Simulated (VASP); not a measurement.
# ScB4 (P4/mmm) in VASP: notebook

Runs on ScB4. Level: PBE. Tasks: single point, relaxation of cell and atoms.

Everything below comes from runs of VASP 6.6.1. Logs are shortened: lines on timing, memory, paths and dates and some standing lists are left out, and cuts for length are marked.

## Step 1: The cell of the first run

It takes space group P4/mmm (No. 123, tetragonal). The conventional cell has a = 4.020 Å, b = 4.020 Å, c = 3.085 Å, α = 90.00°, β = 90.00°, γ = 90.00°. Within 3.5 Å of Sc (site symmetry 4/mmm) lie 16 B at 2.66 Å and 2 Sc at 3.08 Å. B (site symmetry m2m) has 3 B at 1.63 to 1.69 Å within 2.2 Å.

## Step 2: Single point, PBE

The input, INCAR:

```
SYSTEM = ScB4
  PREC = Accurate
  ENCUT = 520
  EDIFF = 1E-7
  ISMEAR = 0
  SIGMA = 0.1
  LREAL = .False.
  LASPH = .True.
  NELM = 100
  ALGO = Normal
  ISIF = 2
  LWAVE = .False.
  LCHARG = .False.
  GGA = PE
  NBANDS = 20
```

The input, KPOINTS:

```
regular mesh
0
Gamma
  10 10 12
  0 0 0
```

The input, POSCAR:

```
ScB4
1.0
    4.0203283425      0.0000000000      0.0000000000
    0.0000000000      4.0203283425      0.0000000000
    0.0000000000      0.0000000000      3.0848663625
Sc B
1 4
Direct
    0.0000000000      0.0000000000      0.5000000000
    0.2022648184      0.5000000000      0.0000000000
    0.7977351816      0.5000000000      0.0000000000
    0.5000000000      0.2022648184      0.0000000000
    0.5000000000      0.7977351816      0.0000000000
```

Potentials or basis: VASP PAW PBE potentials, release 64 (Sc_sv, B).

Started as:

```console
cat potpaw_PBE.64/Sc_sv/POTCAR potpaw_PBE.64/B/POTCAR > POTCAR
mpirun -np 1 vasp_std > vasp.out
```

OUTCAR:

```text
SYSTEM = ScB4
   PREC = Accurate
   ENCUT = 520
   EDIFF = 1E-7
   ISMEAR = 0
   LREAL = .False.
   LASPH = .True.
   NELM = 100
   ISIF = 2
   GGA = PE

 ion  position               nearest neighbor table
   1  0.000  0.000  0.500-   2 2.66   3 2.66   4 2.66   5 2.66   2 2.66   3 2.66   4 2.66   5 2.66
                             2 2.66   3 2.66   2 2.66   3 2.66   4 2.66   5 2.66   4 2.66   5 2.66
   2  0.202  0.500  0.000-   3 1.63   4 1.69   5 1.69   1 2.66   1 2.66   1 2.66   1 2.66
   3  0.798  0.500  0.000-   2 1.63   4 1.69   5 1.69   1 2.66   1 2.66   1 2.66   1 2.66
   4  0.500  0.202  0.000-   5 1.63   3 1.69   2 1.69   1 2.66   1 2.66   1 2.66   1 2.66
   5  0.500  0.798  0.000-   4 1.63   3 1.69   2 1.69   1 2.66   1 2.66   1 2.66   1 2.66

  LATTYP: Found a simple tetragonal cell.
 ALAT       =     4.0203283425
 C/A-ratio  =     0.7673170198

  Lattice vectors:

 A1 = (   4.0203283425,   0.0000000000,   0.0000000000)
 A2 = (   0.0000000000,   4.0203283425,   0.0000000000)
 A3 = (   0.0000000000,   0.0000000000,   3.0848663625)

Analysis of symmetry for initial positions (statically):
=====================================================================
 Subroutine PRICEL returns:
 Original cell was already a primitive cell.

 Routine SETGRP: Setting up the symmetry group for a
 simple tetragonal supercell.

 Subroutine GETGRP returns: Found 16 space group operations
 (whereof 16 operations were pure point group operations)
 out of a pool of 16 trial point group operations.

The static configuration has the point symmetry D_4h.

Analysis of symmetry for dynamics (positions and initial velocities):
=====================================================================
 Subroutine PRICEL returns:
 Original cell was already a primitive cell.

 Routine SETGRP: Setting up the symmetry group for a
 simple tetragonal supercell.

 Subroutine GETGRP returns: Found 16 space group operations
 (whereof 16 operations were pure point group operations)
 out of a pool of 16 trial point group operations.

The dynamic configuration has the point symmetry D_4h.

 Subroutine INISYM returns: Found 16 space group operations
 (whereof 16 operations are pure point group operations),
 and found     1 'primitive' translations

----------------------------------------------------------------------------------------

                                     Primitive cell

  volume of cell :      49.8608

  direct lattice vectors                    reciprocal lattice vectors
     4.020328343  0.000000000  0.000000000     0.248735903  0.000000000  0.000000000
     0.000000000  4.020328343  0.000000000     0.000000000  0.248735903  0.000000000
     0.000000000  0.000000000  3.084866363     0.000000000  0.000000000  0.324163151

  length of vectors
     4.020328343  4.020328343  3.084866363     0.248735903  0.248735903  0.324163151

  position of ions in fractional coordinates (direct lattice)
     0.000000000  0.000000000  0.500000000
     0.202264818  0.500000000  0.000000000
     0.797735182  0.500000000  0.000000000
     0.500000000  0.202264818  0.000000000
     0.500000000  0.797735182  0.000000000

  ion indices of the primitive-cell ions
   primitive index   ion index
                 1           1
                 2           2
                 3           3
                 4           4
                 5           5

----------------------------------------------------------------------------------------

 KPOINTS: regular mesh

Automatic generation of k-mesh.
 Grid dimensions read from file:
 generate k-points for:   10   10   12

 Generating k-lattice:

  Cartesian coordinates                     Fractional coordinates (reciprocal lattice)
     0.024873590  0.000000000  0.000000000     0.100000000  0.000000000  0.000000000
     0.000000000  0.024873590  0.000000000     0.000000000  0.100000000  0.000000000
     0.000000000  0.000000000  0.027013596     0.000000000  0.000000000  0.083333333

  Length of vectors
     0.024873590  0.024873590  0.027013596

  Shift w.r.t. Gamma in fractional coordinates (k-lattice)
     0.000000000  0.000000000  0.000000000

 Subroutine IBZKPT returns following result:
 ===========================================

 Found    147 irreducible k-points:

 Following reciprocal coordinates:
            Coordinates               Weight
  0.000000  0.000000  0.000000      1.000000
  0.100000  0.000000  0.000000      4.000000
  0.200000  0.000000  0.000000      4.000000
  0.300000  0.000000  0.000000      4.000000
  0.400000  0.000000  0.000000      4.000000
  0.500000  0.000000  0.000000      2.000000
[... 16 lines left out ...]
  0.100000  0.000000  0.083333      8.000000
  0.200000  0.000000  0.083333      8.000000
 [... further k-points ...]
   k-points           NKPTS =    147   k-points in BZ     NKDIM =    147   number of bands    NBANDS=     20
   number of dos      NEDOS =    301   number of ions     NIONS =      5
   total plane-waves  NPLWV =  21600
   dimension x,y,z NGX =    30 NGY =   30 NGZ =   24
   dimension x,y,z NGXF=    60 NGYF=   60 NGZF=   48
   ions per type =               1   4
   NGX,Y,Z   is equivalent  to a cutoff of  12.41, 12.41, 12.93 a.u.
   NGXF,Y,Z  is equivalent  to a cutoff of  24.81, 24.81, 25.87 a.u.
 SYSTEM =  ScB4
   PREC   = accura    normal or accurate (medium, high low for compatibility)
   ISTART =      0    job   : 0-new  1-cont  2-samecut
   ICHARG =      2    charge: 1-file 2-atom 10-const
   ISPIN  =      1    spin polarized calculation?
   LNONCOLLINEAR =      F non collinear calculations
   LSORBIT =      F    spin-orbit coupling
   LASPH  =      T    aspherical Exc in radial PAW
   ENCUT  =  520.0 eV  38.22 Ry    6.18 a.u.   7.48  7.48  5.74*2*pi/ulx,y,z
   NELM   =    100;   NELMIN=  2; NELMDL= -5     # of ELM steps
   EDIFF  = 0.1E-06   stopping-criterion for ELM
   LREAL  =      F    real-space projection
   EDIFFG = 0.1E-05   stopping-criterion for IOM
   NSW    =      0    number of steps for IOM
   IBRION =     -1    ionic relax: 0-MD 1-quasi-New 2-CG
   NFREE  =      0    steps in history (QN), initial steepest desc. (CG)
   ISIF   =      2    stress and relaxation
   ISYM   =      2    0-nonsym 1-usesym 2-fastsym
   POTIM  = 0.5000    time-step for ionic-motion
   TEBEG  =    0.0;   TEEND  =   0.0 temperature during run
   PSTRESS=    0.0 pullay stress
   NELECT =      23.0000    total number of electrons
   NUPDOWN=      -1.0000    fix difference up-down
   EMIN   =  10.00;   EMAX   =-10.00  energy-range for DOS
   EFERMI =   0.00;   METHOD = LEGACY
   ISMEAR =     0;   SIGMA  =   0.10  broadening in eV -4-tet -1-fermi 0-gaus
   EFERMI_NEDOS =   21; number of points for ismear=-14 and -15
   IALGO  =     38    algorithm
   IMIX   =      4    mixing-type and parameters
     AMIX     =   0.40;   BMIX     =  1.00
     AMIX_MAG =   1.60;   BMIX_MAG =  1.00
  volume/ion in A,a.u.               =       9.97        67.30
  Fermi-wavevector in a.u.,A,eV,Ry     =   1.264924  2.390359 21.769754  1.600032
  Thomas-Fermi vector in A             =   2.398204
   LORBIT       =      0    0 simple, 1 ext, 2 COOP (PROOUT), +10 PAW based schemes
   GGA     = PE    functional components
   LHFCALC =     F    Hartree Fock is set to
   AEXX    =    0.0000 exact exchange contribution
   IVDW    =     0    specifies the selected vdW correction
   LEPSILON=     F    determine dielectric tensor
   LRPA    =     F    only Hartree local field effects (RPA)
 non-spin polarized calculation
 Gauss-broadening in eV      SIGMA  =   0.10
  energy-cutoff  :      520.00
  volume of cell :       49.86
 maximum number of plane-waves:      1367
 NGX is ok and might be reduce to    30
   NGX = 15   NGY = 15   NGZ = 11

 number of electron      23.0000004 magnetization

 Free energy of the ion-electron system (eV)
  ---------------------------------------------------
  ext. energy  EPLUGINS =         0.00000000
  ---------------------------------------------------
  free energy    TOTEN  =       -33.65029827 eV

  energy without entropy =      -33.64293552  energy(sigma->0) =      -33.64661689

 E-fermi :   5.0543     XC(G=0): -11.2508

 val. band max:        5.0387918304   @ k =   0.5000   0.2000   0.4167
 cond. band min:       5.0576143040   @ k =   0.2000   0.2000   0.2500
 fundamental gap:      0.0188224735
 Fermi energy:         5.0542699386

 k-point     1 :       0.0000    0.0000    0.0000
  band No.  band energies     occupation
      1     -44.3485      2.00000
      2     -22.9482      2.00000
      3     -22.9031      2.00000
      4     -22.9031      2.00000
      5      -7.3271      2.00000
      6      -1.5023      2.00000
[... 12 lines left out ...]
     19      11.3975      0.00000
     20      12.4123      0.00000

 k-point     2 :       0.1000    0.0000    0.0000
  band No.  band energies     occupation
      1     -44.3484      2.00000
      2     -22.9479      2.00000
      3     -22.9068      2.00000
      4     -22.9029      2.00000
      5      -7.2550      2.00000
      6      -1.8539      2.00000
[... 12 lines left out ...]
     19      11.8407      0.00000
     20      12.7702      0.00000

 k-point     3 :       0.2000    0.0000    0.0000
  band No.  band energies     occupation
      1     -44.3480      2.00000
      2     -22.9472      2.00000
      3     -22.9165      2.00000
      4     -22.9022      2.00000
      5      -7.0439      2.00000
      6      -2.7004      2.00000
[... 12 lines left out ...]
     19      12.7315      0.00000
     20      12.8426      0.00000

 k-point     4 :       0.3000    0.0000    0.0000
  band No.  band energies     occupation
      1     -44.3475      2.00000
      2     -22.9462      2.00000
      3     -22.9283      2.00000
      4     -22.9013      2.00000
      5      -6.7125      2.00000
      6      -3.5768      2.00000
[... 429 lines left out ...]
 k-point    23 :       0.1000    0.0000    0.0833
  band No.  band energies     occupation
      1     -44.3456      2.00000
      2     -22.9742      2.00000
      3     -22.9033      2.00000
      4     -22.8994      2.00000
      5      -7.1753      2.00000
      6      -1.7939      2.00000
[... 12 lines left out ...]
     19      11.9891      0.00000
     20      12.5892      0.00000

 k-point    24 :       0.2000    0.0000    0.0833
  band No.  band energies     occupation
      1     -44.3453      2.00000
      2     -22.9734      2.00000
      3     -22.9128      2.00000
      4     -22.8987      2.00000
      5      -6.9679      2.00000
      6      -2.6434      2.00000
[... 12 lines left out ...]
     19      12.3381      0.00000
     20      12.7660      0.00000

 [... further k-points ...]

------------------------ aborting loop because EDIFF is reached ----------------------------------------

  FORCE on cell =-STRESS in cart. coord.  units (eV):
  Direction    XX          YY          ZZ          XY          YZ          ZX
  --------------------------------------------------------------------------------------
  -------------------------------------------------------------------------------------
  Total        0.0685724      0.0685724      0.0628840      0.0000000      0.0000000      0.0000000
  in kB        2.2034362      2.2034362      2.0206496      0.0000000      0.0000000      0.0000000
  external PRESSURE =       2.1425074 kB  Pullay stress =       0.0000000 kB

 VOLUME and BASIS-vectors are now :
 -----------------------------------------------------------------------------
  energy-cutoff  :      520.00
  volume of cell :       49.86
      direct lattice vectors                 reciprocal lattice vectors
     4.020328343  0.000000000  0.000000000     0.248735903  0.000000000  0.000000000
     0.000000000  4.020328343  0.000000000     0.000000000  0.248735903  0.000000000
     0.000000000  0.000000000  3.084866363     0.000000000  0.000000000  0.324163151

 POSITION                                       TOTAL-FORCE (eV/Angst)
 -----------------------------------------------------------------------------------
      0.00000      0.00000      1.54243        -0.000000      0.000000      0.000000
      0.81317      2.01016      0.00000         0.003562      0.000000     -0.000000
      3.20716      2.01016      0.00000        -0.003562      0.000000      0.000000
      2.01016      0.81317      0.00000        -0.000000      0.003562     -0.000000
      2.01016      3.20716      0.00000        -0.000000     -0.003562     -0.000000
 -----------------------------------------------------------------------------------
    total drift:                                0.000000      0.000000     -0.000000

  FREE ENERGIE OF THE ION-ELECTRON SYSTEM (eV)
  ---------------------------------------------------
  free  energy   TOTEN  =       -33.6502982655 eV

  energy  without entropy=      -33.6429355231  energy(sigma->0) =      -33.64661689
```

It took 58 s on 1 thread of Intel Xeon 6975P-C (Granite Rapids), shared host; peak memory 0.25 GiB.

Results:

| Item | Value |
| --- | --- |
| Free energy | -33.6503 eV |
| Pressure | 0.2 GPa |
| Largest force | 0.004 eV/Å |

Forces on the atoms (eV/Å):
```
Sc   0.000  0.000  0.000
B    0.004  0.000  0.000
B   -0.004  0.000  0.000
B    0.000  0.004  0.000
B    0.000 -0.004  0.000
```

[end of part 1 of 2]
